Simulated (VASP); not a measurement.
Write the native input for VASP 6.6.1 that does the following.

| Property | Result |
| --- | --- |
| Task | single point |
| Functional | PBE |
| Potentials or basis | VASP PAW PBE potentials, release 64 (Zn, Cu) |
| Cutoff | 520 eV |
| k mesh | 11 × 11 × 7 |
| Occupations | fermi-dirac, width 0.05 eV |
| Spin | no spin polarisation |
| Dipole correction | no |
| Further INCAR settings | ALGO = Normal; EDIFF = 1e-07; NBANDS = 18 |

The structure of ZnCu lies in POSCAR:

```
ZnCu
1.0
    1.4576623336     -2.0779754411      0.0000000000
    1.4576623336      2.0779754411      0.0000000000
    0.0000000000      0.0000000000      4.0562172613
Zn Cu
1 1
Direct
    0.5000000000      0.5000000000      0.5000000000
    0.0000000000      0.0000000000      0.0000000000
```

One way to write it, as run:

INCAR

```
SYSTEM = ZnCu
ALGO = Normal
EDIFF = 1E-7
ENCUT = 520
GGA = PE
ISIF = 2
ISMEAR = -1
LASPH = .TRUE.
LCHARG = .FALSE.
LREAL = .FALSE.
LWAVE = .FALSE.
NBANDS = 18
NELM = 80
PREC = Accurate
SIGMA = 0.05
```

KPOINTS

```
k-points
0
G
  11 11 7
  0 0 0
```

Potentials or basis: VASP PAW PBE potentials, release 64 (Zn, Cu).

Launch:

```bash
$ cat potpaw_PBE.64/Zn/POTCAR potpaw_PBE.64/Cu/POTCAR > POTCAR
$ mpirun -np 1 vasp_std > vasp.out
```

It gave:

```
Pressure               : 8.9 GPa
Band gap on the k mesh : zero (an odd number of electrons rules out a gap without spin polarisation)
```

Caveat: the cell stands under pressure.

It took 75 s on 1 thread of Intel Xeon 8259CL, on a shared host, peak memory 0.18 GiB.
